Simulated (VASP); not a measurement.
Crystal: BaTiO3.

```
CELL_PARAMETERS angstrom
3.99980 0.00000 0.00000
0.00000 3.99980 0.00000
0.00000 0.00000 4.01800
ATOMIC_POSITIONS crystal
Ba 0.00000 0.00000 0.00000
Ti 0.50000 0.50000 0.49000
O 0.00000 0.50000 0.51700
O 0.50000 0.00000 0.51700
O 0.50000 0.50000 0.01900
```

* Program: VASP 6.6.1
* Task: relaxation of cell and atoms
* Functional: PBE
* Potentials or basis: VASP PAW PBE potentials, release 64 (Ba_sv, Ti_sv, O)
* Cutoff: 600 eV
* k mesh: 7 × 7 × 7
* Occupations: fermi-dirac, width 0.05 eV
* Spin: no spin polarisation

At the start: pressure 4.0 GPa; volume 12.86 Å³/atom.

Task: How do energy, volume and symmetry change on relaxing?

Result: Over 18 steps the energy falls by 11.3 meV/atom and the volume is 13.47 Å³/atom (+4.8 %); space group P4mm (No. 99, to 0.1 Å) before and after.

Step by step:
```csv
step,energy change (eV),largest force (eV/Å),pressure (GPa),volume (Å³)
1,0.0000,0.2769,4.04,64.28
2,-0.0135,0.4541,-3.15,67.34
3,-0.0242,0.3759,-0.43,66.09
4,-0.0338,0.2258,-0.19,66.20
5,-0.0401,0.1169,0.41,66.37
6,-0.0464,0.1176,0.04,66.74
7,-0.0506,0.1749,-0.43,67.42
8,-0.0536,0.1306,0.31,67.09
9,-0.0538,0.1151,0.56,66.98
10,-0.0557,0.1105,-0.09,67.27
11,-0.0557,0.1272,-0.20,67.32
12,-0.0561,0.0857,0.20,67.29
13,-0.0563,0.0282,0.05,67.30
14,-0.0564,0.0132,0.01,67.34
15,-0.0564,0.0155,-0.01,67.36
16,-0.0565,0.0104,0.04,67.35
17,-0.0565,0.0089,0.11,67.35
18,-0.0565,0.0059,0.08,67.37
```

Final structure:
```
Ba Ti O
1.0
     3.99582    0.00000    0.00000
     0.00000    3.99582    0.00000
     0.00000    0.00000    4.21930
Ba Ti O
1 1 3
Direct
  0.00000 0.00000 0.99084
  0.50000 0.50000 0.47199
  0.00000 0.50000 0.51934
  0.50000 0.00000 0.51934
  0.50000 0.50000 0.04149
```
